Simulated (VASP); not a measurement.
Wanted: the native input for a VASP 6.6.1 run.

```
Task                   : single point
Functional             : PBE
Potentials or basis    : VASP PAW PBE potentials, release 64 (Ga_d, N)
Cutoff                 : 520 eV
k mesh                 : 12 × 12 × 4
Occupations            : gaussian, width 0.02 eV
Spin                   : no spin polarisation
Dipole correction      : no
Further INCAR settings : ALGO = Normal; EDIFF = 1e-06; NBANDS = 46
```

The structure of GaN lies in POSCAR:

```
GaN
1.0
    3.1667383386      0.0000000000      0.0000000000
   -1.5833691693      2.7424758484      0.0000000000
    0.0000000000      0.0000000000     10.5056694184
Ga N
4 4
Direct
    0.0000000000      0.0000000000      0.2834932207
    0.3333333333      0.6666666667      0.5311971386
    0.6666666667      0.3333333333      0.0311971386
    0.0000000000      0.0000000000      0.7834932207
    0.3333333333      0.6666666667      0.8514527462
    0.0000000000      0.0000000000      0.5938568945
    0.6666666667      0.3333333333      0.3514527462
    0.0000000000      0.0000000000      0.0938568945
```

These files were run (other wordings do the same):

INCAR

```
PREC = Accurate ; ENCUT = 520
EDIFF = 1E-6 ; ISMEAR = 0
SIGMA = 0.02 ; LREAL = False
LASPH = True ; NELM = 100
ALGO = Normal ; ISIF = 2
LWAVE = False ; LCHARG = False
GGA = PE ; NBANDS = 46
```

KPOINTS

```
regular mesh
0
Gamma
  12 12 4
```

Potentials or basis: VASP PAW PBE potentials, release 64 (Ga_d, N).

The run is started by

```console
$ cat potpaw_PBE.64/Ga_d/POTCAR potpaw_PBE.64/N/POTCAR > POTCAR
$ mpirun -np 1 vasp_std > vasp.out
```

It gave:

```
Pressure               : -0.1 GPa
Largest force          : 0.008 eV/Å
Band gap on the k mesh : 1.03 eV, direct
```

Wall time 7.3 min on 1 thread of AMD EPYC 7R13, with other jobs on the host, peak memory 0.28 GiB.
